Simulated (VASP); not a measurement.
# In2O3 (R-3c) in VASP: a series of runs

Aim: see how the results for In2O3 move with the level of theory and the settings. Levels: PBE+D3(BJ), PBE+D4. Tasks: single point.

Everything below comes from runs of VASP 6.6.1. Logs are shortened: lines on timing, memory, paths and dates and some standing lists are left out, and cuts for length are marked.

**1. The cell of the first run**

Symmetry: R-3c, No. 167, trigonal system. Conventional cell: a = 5.487 Å, b = 5.487 Å, c = 14.510 Å, α = 90.00°, β = 90.00°, γ = 120.00°. In (site symmetry 3) has 6 O at 2.12 to 2.26 Å within 2.8 Å. Within 3.1 Å of O (site symmetry 2) lie 4 In at 2.12 to 2.26 Å and 8 O at 2.83 to 3.10 Å.

**2. Single point, PBE+D3(BJ)**

INCAR

```
SYSTEM = In2O3
PREC = Accurate ; ENCUT = 600
EDIFF = 1E-6 ; ISMEAR = -1
SIGMA = 0.05 ; LREAL = .FALSE.
LASPH = .TRUE. ; NELM = 120
ALGO = Normal ; ISIF = 2
LWAVE = .FALSE. ; LCHARG = .TRUE.
GGA = PE ; IVDW = 12
LELF = .TRUE. ; LVHAR = .TRUE.
NBANDS = 55 ; GGA_COMPAT = .FALSE.
```

KPOINTS

```
regular mesh
0
G
  6 6 6
  0 0 0
```

POSCAR

```
In2O3
1.0
    2.7435000000      1.5839604635      4.8366666667
   -2.7435000000      1.5839604635      4.8366666667
    0.0000000000     -3.1679209270      4.8366666667
In O
4 6
Direct
    0.8573100000      0.8573100000      0.8573100000
    0.6426900000      0.6426900000      0.6426900000
    0.1426900000      0.1426900000      0.1426900000
    0.3573100000      0.3573100000      0.3573100000
    0.0480000000      0.7500000000      0.4520000000
    0.7500000000      0.4520000000      0.0480000000
    0.4520000000      0.0480000000      0.7500000000
    0.9520000000      0.2500000000      0.5480000000
    0.2500000000      0.5480000000      0.9520000000
    0.5480000000      0.9520000000      0.2500000000
```

Potentials or basis: VASP PAW PBE potentials, release 64 (In_d, O).

Launch:

```bash
cat potpaw_PBE.64/In_d/POTCAR potpaw_PBE.64/O/POTCAR > POTCAR
mpirun -np 1 vasp_std > vasp.out
```

OUTCAR:

```text
SYSTEM = In2O3
   PREC = Accurate
   ENCUT = 600
   EDIFF = 1E-6
   ISMEAR = -1
   LREAL = .FALSE.
   LASPH = .TRUE.
   NELM = 120
   ISIF = 2
   GGA = PE
   IVDW = 12
 IVDW          = 12

 ion  position               nearest neighbor table
   1  0.857  0.857  0.857-   8 2.12  10 2.12   9 2.12   6 2.26   5 2.26   7 2.26   2 3.11   3 3.24
                             3 3.24   3 3.24   2 3.61   2 3.61   2 3.61   4 3.99   4 3.99   4 3.99
   2  0.643  0.643  0.643-   9 2.12  10 2.12   8 2.12   6 2.26   5 2.26   7 2.26   1 3.11   4 3.24
                             4 3.24   4 3.24   1 3.61   1 3.61   1 3.61   3 3.99   3 3.99   3 3.99
   3  0.143  0.143  0.143-   5 2.12   7 2.12   6 2.12   8 2.26   9 2.26  10 2.26   4 3.11   1 3.24
                             1 3.24   1 3.24   4 3.61   4 3.61   4 3.61   2 3.99   2 3.99   2 3.99
   4  0.357  0.357  0.357-   6 2.12   7 2.12   5 2.12   8 2.26   9 2.26  10 2.26   3 3.11   2 3.24
                             2 3.24   2 3.24   3 3.61   3 3.61   3 3.61   1 3.99   1 3.99   1 3.99
   5  0.048  0.750  0.452-   3 2.12   4 2.12   1 2.26   2 2.26
   6  0.750  0.452  0.048-   4 2.12   3 2.12   1 2.26   2 2.26
   7  0.452  0.048  0.750-   3 2.12   4 2.12   1 2.26   2 2.26
   8  0.952  0.250  0.548-   1 2.12   2 2.12   3 2.26   4 2.26
   9  0.250  0.548  0.952-   2 2.12   1 2.12   3 2.26   4 2.26
  10  0.548  0.952  0.250-   1 2.12   2 2.12   3 2.26   4 2.26

  LATTYP: Found a trigonal (rhomboedric) cell.
 ALAT       =     5.7817875648
 COS(alpha) =     0.5496857780

  Lattice vectors:

 A1 = (   2.7435000000,   1.5839604635,   4.8366666667)
 A2 = (  -2.7435000000,   1.5839604635,   4.8366666667)
 A3 = (   0.0000000000,  -3.1679209270,   4.8366666667)

Analysis of symmetry for initial positions (statically):
=====================================================================
 Subroutine PRICEL returns:
 Original cell was already a primitive cell.

 Routine SETGRP: Setting up the symmetry group for a
 trigonal (rhombohedral) supercell.

 Subroutine GETGRP returns: Found 12 space group operations
 (whereof  6 operations were pure point group operations)
 out of a pool of 12 trial point group operations.

The static configuration has the point symmetry S_6 .
 The point group associated with its full space group is D_3d.

Analysis of symmetry for dynamics (positions and initial velocities):
=====================================================================
 Subroutine PRICEL returns:
 Original cell was already a primitive cell.

 Routine SETGRP: Setting up the symmetry group for a
 trigonal (rhombohedral) supercell.

 Subroutine GETGRP returns: Found 12 space group operations
 (whereof  6 operations were pure point group operations)
 out of a pool of 12 trial point group operations.

The dynamic configuration has the point symmetry S_6 .
 The point group associated with its full space group is D_3d.

 Subroutine INISYM returns: Found 12 space group operations
 (whereof  6 operations are pure point group operations),
 and found     1 'primitive' translations

----------------------------------------------------------------------------------------

                                     Primitive cell

  volume of cell :     126.1092

  direct lattice vectors                    reciprocal lattice vectors
     2.743500000  1.583960463  4.836666667     0.182248952  0.105221482  0.068917988
    -2.743500000  1.583960463  4.836666667    -0.182248952  0.105221482  0.068917988
     0.000000000 -3.167920927  4.836666667     0.000000000 -0.210442963  0.068917988

  length of vectors
     5.781787565  5.781787565  5.781787565     0.221440578  0.221440578  0.221440578

  position of ions in fractional coordinates (direct lattice)
     0.857310000  0.857310000  0.857310000
     0.642690000  0.642690000  0.642690000
     0.142690000  0.142690000  0.142690000
     0.357310000  0.357310000  0.357310000
     0.048000000  0.750000000  0.452000000
     0.750000000  0.452000000  0.048000000
     0.452000000  0.048000000  0.750000000
     0.952000000  0.250000000  0.548000000
     0.250000000  0.548000000  0.952000000
     0.548000000  0.952000000  0.250000000

  ion indices of the primitive-cell ions
   primitive index   ion index
                 1           1
                 2           2
                 3           3
                 4           4
                 5           5
                 6           6
                 7           7
                 8           8
                 9           9
                10          10

----------------------------------------------------------------------------------------

 KPOINTS: regular mesh

Automatic generation of k-mesh.
 Grid dimensions read from file:
 generate k-points for:    6    6    6

 Generating k-lattice:

  Cartesian coordinates                     Fractional coordinates (reciprocal lattice)
     0.030374825  0.017536914  0.011486331     0.166666667 -0.000000000 -0.000000000
    -0.030374825  0.017536914  0.011486331    -0.000000000  0.166666667 -0.000000000
     0.000000000 -0.035073827  0.011486331    -0.000000000 -0.000000000  0.166666667

  Length of vectors
     0.036906763  0.036906763  0.036906763

  Shift w.r.t. Gamma in fractional coordinates (k-lattice)
     0.000000000  0.000000000  0.000000000

 Subroutine IBZKPT returns following result:
 ===========================================

 Found     32 irreducible k-points:

 Following reciprocal coordinates:
            Coordinates               Weight
  0.000000  0.000000  0.000000      1.000000
  0.166667 -0.000000  0.000000      6.000000
  0.333333 -0.000000  0.000000      6.000000
  0.500000 -0.000000  0.000000      3.000000
  0.166667  0.166667  0.000000      6.000000
  0.333333  0.166667 -0.000000     12.000000
[... 16 lines left out ...]
  0.500000  0.500000  0.166667      6.000000
 -0.333333  0.500000  0.166667     12.000000
 [... further k-points ...]
   k-points           NKPTS =     32   k-points in BZ     NKDIM =     32   number of bands    NBANDS=     55
   number of dos      NEDOS =    301   number of ions     NIONS =     10
   total plane-waves  NPLWV = 110592
   dimension x,y,z NGX =    48 NGY =   48 NGZ =   48
   dimension x,y,z NGXF=    96 NGYF=   96 NGZF=   96
   ions per type =               4   6
   NGX,Y,Z   is equivalent  to a cutoff of  13.80, 13.80, 13.80 a.u.
   NGXF,Y,Z  is equivalent  to a cutoff of  27.60, 27.60, 27.60 a.u.
 SYSTEM =  In2O3
   PREC   = accura    normal or accurate (medium, high low for compatibility)
   ISTART =      0    job   : 0-new  1-cont  2-samecut
   ICHARG =      2    charge: 1-file 2-atom 10-const
   ISPIN  =      1    spin polarized calculation?
   LNONCOLLINEAR =      F non collinear calculations
   LSORBIT =      F    spin-orbit coupling
   LASPH  =      T    aspherical Exc in radial PAW
   ENCUT  =  600.0 eV  44.10 Ry    6.64 a.u.  11.55 11.55 11.55*2*pi/ulx,y,z
   NELM   =    120;   NELMIN=  2; NELMDL= -5     # of ELM steps
   EDIFF  = 0.1E-05   stopping-criterion for ELM
   LREAL  =      F    real-space projection
   EDIFFG = 0.1E-04   stopping-criterion for IOM
   NSW    =      0    number of steps for IOM
   IBRION =     -1    ionic relax: 0-MD 1-quasi-New 2-CG
   NFREE  =      0    steps in history (QN), initial steepest desc. (CG)
   ISIF   =      2    stress and relaxation
   ISYM   =      2    0-nonsym 1-usesym 2-fastsym
   POTIM  = 0.5000    time-step for ionic-motion
   TEBEG  =    0.0;   TEEND  =   0.0 temperature during run
   PSTRESS=    0.0 pullay stress
   NELECT =      88.0000    total number of electrons
   NUPDOWN=      -1.0000    fix difference up-down
   EMIN   =  10.00;   EMAX   =-10.00  energy-range for DOS
   EFERMI =   0.00;   METHOD = LEGACY
   ISMEAR =    -1;   SIGMA  =   0.05  broadening in eV -4-tet -1-fermi 0-gaus
   EFERMI_NEDOS =   21; number of points for ismear=-14 and -15
   IALGO  =     38    algorithm
   IMIX   =      4    mixing-type and parameters
     AMIX     =   0.40;   BMIX     =  1.00
     AMIX_MAG =   1.60;   BMIX_MAG =  1.00
  volume/ion in A,a.u.               =      12.61        85.10
  Fermi-wavevector in a.u.,A,eV,Ry     =   1.452068  2.744010 28.687886  2.108500
  Thomas-Fermi vector in A             =   2.569492
   LORBIT       =      0    0 simple, 1 ext, 2 COOP (PROOUT), +10 PAW based schemes
   GGA     = PE    functional components
   LHFCALC =     F    Hartree Fock is set to
   AEXX    =    0.0000 exact exchange contribution
   IVDW    =    12    specifies the selected vdW correction
   LEPSILON=     F    determine dielectric tensor
   LRPA    =     F    only Hartree local field effects (RPA)
 non-spin polarized calculation
  energy-cutoff  :      600.00
  volume of cell :      126.11
 maximum number of plane-waves:      4227
 NGX is ok and might be reduce to    48
   NGX = 23   NGY = 23   NGZ = 23

 number of electron      88.0000008 magnetization

 Free energy of the ion-electron system (eV)
  ---------------------------------------------------
  ext. energy  EPLUGINS =         0.00000000
  ---------------------------------------------------
  free energy    TOTEN  =       -55.30074203 eV

  energy without entropy =      -55.30074178  energy(sigma->0) =      -55.30074190

 E-fermi :   6.3755     XC(G=0): -11.2353

 val. band max:        5.6251806229   @ k =   0.3333  -0.0000   0.0000
 cond. band min:       6.9212269065   @ k =   0.0000   0.0000   0.0000
 fundamental gap:      1.2960462836
 Fermi energy:         6.3754730504

 k-point     1 :       0.0000    0.0000    0.0000
  band No.  band energies     occupation
      1     -12.0197      2.00000
      2     -11.1382      2.00000
      3     -11.1382      2.00000
      4     -10.9166      2.00000
      5     -10.9166      2.00000
      6     -10.8188      2.00000
[... 47 lines left out ...]
     54      15.5962      0.00000
[... 1333 lines left out ...]
     54      16.2719      0.00000
     55      16.9217      0.00000

 [... further k-points ...]

------------------------ aborting loop because EDIFF is reached ----------------------------------------

 Edisp (eV)   -2.25837

 E8    (eV) :    -0.9596

  FORCE on cell =-STRESS in cart. coord.  units (eV):
  Direction    XX          YY          ZZ          XY          YZ          ZX
  --------------------------------------------------------------------------------------
  -------------------------------------------------------------------------------------
  Total       5.04093     5.04093     3.79626    -0.00000    -0.00000     0.00000
  in kB      64.04343    64.04343    48.23031    -0.00000    -0.00000     0.00000
  external pressure =       58.77 kB  Pullay stress =        0.00 kB

 VOLUME and BASIS-vectors are now :
 -----------------------------------------------------------------------------
  energy-cutoff  :      600.00
  volume of cell :      126.11
      direct lattice vectors                 reciprocal lattice vectors
     2.743500000  1.583960463  4.836666667     0.182248952  0.105221482  0.068917988
    -2.743500000  1.583960463  4.836666667    -0.182248952  0.105221482  0.068917988
     0.000000000 -3.167920927  4.836666667     0.000000000 -0.210442963  0.068917988

 POSITION                                       TOTAL-FORCE (eV/Angst)
 -----------------------------------------------------------------------------------
      0.00000      0.00000     12.43957        -0.000000      0.000000      0.008346
      0.00000      0.00000      9.32543        -0.000000      0.000000     -0.008346
      0.00000      0.00000      2.07043        -0.000000      0.000000     -0.008346
      0.00000      0.00000      5.18457        -0.000000      0.000000      0.008346
     -1.92594     -0.16790      6.04583        -0.066336     -0.114897      0.000000
      0.81756      1.75186      6.04583        -0.066336      0.114897      0.000000
      1.10837     -1.58396      6.04583         0.132672      0.000000     -0.000000
      1.92594      0.16790      8.46417         0.066336      0.114897      0.000000
     -0.81756     -1.75186      8.46417         0.066336     -0.114897      0.000000
     -1.10837      1.58396      8.46417        -0.132672      0.000000      0.000000
 -----------------------------------------------------------------------------------
    total drift:                                0.000000     -0.000000      0.000000

  FREE ENERGIE OF THE ION-ELECTRON SYSTEM (eV)
  ---------------------------------------------------
  free  energy   TOTEN  =       -57.5591150786 eV

  energy  without entropy=      -57.5591148318  energy(sigma->0) =      -57.55911496
```

Wall time 2.3 min (1 thread of Intel Xeon 6975P-C (Granite Rapids), shared host); peak memory 0.43 GiB.

Results:

* Free energy: -57.5591 eV
* Pressure: 5.9 GPa
* Largest force: 0.133 eV/Å
* Band gap on the k mesh: 1.30 eV (least direct gap 1.34 eV)
* Dispersion energy per atom: -0.226 eV

Forces in eV/Å, atoms in the order of the input:
```
In   0.000  0.000  0.008
In   0.000  0.000 -0.008
In   0.000  0.000 -0.008
In   0.000  0.000  0.008
O   -0.066 -0.115  0.000
O   -0.066  0.115  0.000
O    0.133  0.000  0.000
O    0.066  0.115  0.000
O    0.066 -0.115  0.000
O   -0.133  0.000  0.000
```

Levels at points of the mesh, in eV from the valence-band top:
```csv
k point,band 42,band 43,band 44,band 45,band 46,band 47
"(0.00, 0.00, 0.00)",-0.27,-0.04,-0.04,1.30,5.60,6.30
"(0.50, 0.00, 0.00)",-0.75,-0.06,-0.06,4.99,4.99,5.93
"(0.50, 0.50, 0.00)",-0.34,-0.08,-0.04,5.23,5.55,6.51
"(0.50, 0.50, 0.50)",-0.19,-0.19,-0.19,4.44,4.44,7.22
```

Caveat: three body term missing; the cell stands under pressure; spin-orbit coupling is left out, which moves the levels of the heavy elements. A k mesh can miss the band edges.

**3. Single point, PBE+D4**

This run uses another cell than the first one, of 12.97 Å³/atom.

INCAR

```
SYSTEM = In2O3
  PREC = Accurate
  ENCUT = 600
  EDIFF = 1E-6
  ISMEAR = -1
  SIGMA = 0.05
  LREAL = .FALSE.
  LASPH = .TRUE.
  NELM = 120
  ALGO = Normal
  ISIF = 2
  LWAVE = .FALSE.
  LCHARG = .FALSE.
  GGA = PE
  IVDW = 13
  NBANDS = 55
  GGA_COMPAT = .FALSE.
```

KPOINTS

```
Automatic mesh
0
G
  6 6 6
  0 0 0
```

POSCAR

```
In2O3
1.0
    2.7730616504      1.6010278903      4.8680778407
   -2.7730616504      1.6010278903      4.8680778407
    0.0000000000     -3.2020557806      4.8680778407
In O
4 6
Direct
    0.8577359048      0.8577359048      0.8577359048
    0.6422640952      0.6422640952      0.6422640952
    0.1422640952      0.1422640952      0.1422640952
    0.3577359048      0.3577359048      0.3577359048
    0.0464520064      0.7500000000      0.4535479936
    0.7500000000      0.4535479936      0.0464520064
    0.4535479936      0.0464520064      0.7500000000
    0.9535479936      0.2500000000      0.5464520064
    0.2500000000      0.5464520064      0.9535479936
    0.5464520064      0.9535479936      0.2500000000
```

Potentials or basis: VASP PAW PBE potentials, release 64 (In_d, O).

Launch:

```bash
cat potpaw_PBE.64/In_d/POTCAR potpaw_PBE.64/O/POTCAR > POTCAR
mpirun -np 1 vasp_std > vasp.out
```

It took 2.3 min on 1 thread of Intel Xeon 6975P-C (Granite Rapids), shared host; peak memory 0.43 GiB.

Results (log left out):

```yaml
Free_energy: -58.0693 eV
Pressure: 0.3 GPa
Largest_force: 0.013 eV/Å
Band_gap_on_the_k_mesh: 1.09 eV (least direct gap 1.16 eV)
Dispersion_energy_per_atom: -0.262 eV
```

Forces on the atoms (eV/Å):
```
In   0.000  0.000 -0.013
In   0.000  0.000  0.013
In   0.000  0.000  0.013
In   0.000  0.000 -0.013
O   -0.006 -0.011  0.000
O   -0.006  0.011  0.000
O    0.012  0.000  0.000
O    0.006  0.011  0.000
O    0.006 -0.011  0.000
O   -0.012  0.000  0.000
```

Stress tensor (GPa, compression positive):
```
0.37 0.00 0.00
0.00 0.37 0.00
0.00 0.00 0.20
```

Levels at points of the mesh, in eV from the valence-band top:
| k point | band 42 | band 43 | band 44 | band 45 | band 46 | band 47 |
| --- | --- | --- | --- | --- | --- | --- |
| (0.00, 0.00, 0.00) | -0.25 | -0.07 | -0.07 | 1.09 | 5.40 | 6.03 |
| (0.50, 0.00, 0.00) | -0.72 | -0.06 | -0.06 | 4.77 | 4.77 | 5.70 |
| (0.50, 0.50, 0.00) | -0.34 | -0.09 | -0.04 | 4.98 | 5.32 | 6.23 |
| (0.50, 0.50, 0.50) | -0.19 | -0.19 | -0.19 | 4.23 | 4.23 | 6.92 |

Caveat: spin-orbit coupling is left out, which moves the levels of the heavy elements.

**4. Single point, PBE+D3(BJ)**

This run uses another cell than the first one, of 13.01 Å³/atom.

INCAR

```
SYSTEM = In2O3
PREC = Accurate
ENCUT = 600
EDIFF = 1E-6
ISMEAR = -1
SIGMA = 0.05
LREAL = .FALSE.
LASPH = .TRUE.
NELM = 120
ALGO = Normal
ISIF = 2
LWAVE = .FALSE.
LCHARG = .FALSE.
GGA = PE
IVDW = 12
NBANDS = 55
GGA_COMPAT = .FALSE.
```

KPOINTS

```
regular mesh
0
G
  6 6 6
  0 0 0
```

POSCAR

```
In2O3
1.0
    2.7751871797      1.6022550653      4.8749700687
   -2.7751871797      1.6022550653      4.8749700687
    0.0000000000     -3.2045101305      4.8749700687
In O
4 6
Direct
    0.8576340009      0.8576340009      0.8576340009
    0.6423659991      0.6423659991      0.6423659991
    0.1423659991      0.1423659991      0.1423659991
    0.3576340009      0.3576340009      0.3576340009
    0.0463817974      0.7500000000      0.4536182026
    0.7500000000      0.4536182026      0.0463817974
    0.4536182026      0.0463817974      0.7500000000
    0.9536182026      0.2500000000      0.5463817974
    0.2500000000      0.5463817974      0.9536182026
    0.5463817974      0.9536182026      0.2500000000
```

Launch:

```bash
cat potpaw_PBE.64/In_d/POTCAR potpaw_PBE.64/O/POTCAR > POTCAR
mpirun -np 1 vasp_std > vasp.out
```

It took 2.3 min on 1 thread of Intel Xeon 6975P-C (Granite Rapids), shared host; peak memory 0.43 GiB.

It converged, with:

```yaml
Free_energy: -57.6470 eV
Pressure: 0.3 GPa
Largest_force: 0.012 eV/Å
Band_gap_on_the_k_mesh: 1.07 eV (least direct gap 1.14 eV)
Dispersion_energy_per_atom: -0.219 eV
```

Forces in eV/Å, atoms in the order of the input:
```
In   0.000  0.000 -0.012
In   0.000  0.000  0.012
In   0.000  0.000  0.012
In   0.000  0.000 -0.012
O   -0.006 -0.011  0.000
O   -0.006  0.011  0.000
O    0.012  0.000  0.000
O    0.006  0.011  0.000
O    0.006 -0.011  0.000
O   -0.012  0.000  0.000
```

Stress tensor (GPa, compression positive):
```
0.37 0.00 0.00
0.00 0.37 0.00
0.00 0.00 0.19
```

Levels at points of the mesh, in eV from the valence-band top:
| k point | band 41 | band 42 | band 43 | band 44 | band 45 | band 46 | band 47 | band 48 |
| --- | --- | --- | --- | --- | --- | --- | --- | --- |
| (0.00, 0.00, 0.00) | -0.25 | -0.25 | -0.07 | -0.07 | 1.07 | 5.39 | 6.01 | 7.04 |
| (0.50, 0.00, 0.00) | -0.72 | -0.72 | -0.06 | -0.06 | 4.75 | 4.75 | 5.67 | 5.67 |
| (0.50, 0.50, 0.00) | -0.54 | -0.34 | -0.09 | -0.04 | 4.95 | 5.30 | 6.21 | 6.31 |
| (0.50, 0.50, 0.50) | -0.19 | -0.19 | -0.19 | -0.19 | 4.21 | 4.21 | 6.89 | 6.89 |

Caveat: spin-orbit coupling is left out, which moves the levels of the heavy elements.

**5. Summary**

| level | cell | gap on the mesh (eV) | pressure (GPa) | largest force (eV/Å) |
| --- | --- | --- | --- | --- |
| PBE+D3(BJ) | a = 5.782 Å, angles 56.7°, 10 atoms, atomic positions A | 1.30 | 5.9 | 0.13 |
| PBE+D4 | a = 5.827 Å, angles 56.8°, 10 atoms, atomic positions B | 1.09 | 0.3 | 0.01 |
| PBE+D3(BJ) | a = 5.834 Å, angles 56.8°, 10 atoms, atomic positions A | 1.07 | 0.3 | 0.01 |

Alike in all rows: task single point; potentials or basis VASP PAW PBE potentials, release 64 (In_d, O); no spin polarisation; k mesh 6 × 6 × 6; cutoff (eV) 600; smearing fermi-dirac 0.05 eV.

Caveats: spin-orbit coupling is left out, which moves the levels of the heavy elements; three body term missing (at least some runs); the cell stands under pressure (at least some runs).

Total energies depend on the potentials used, so only differences within one code and one set of settings carry meaning.
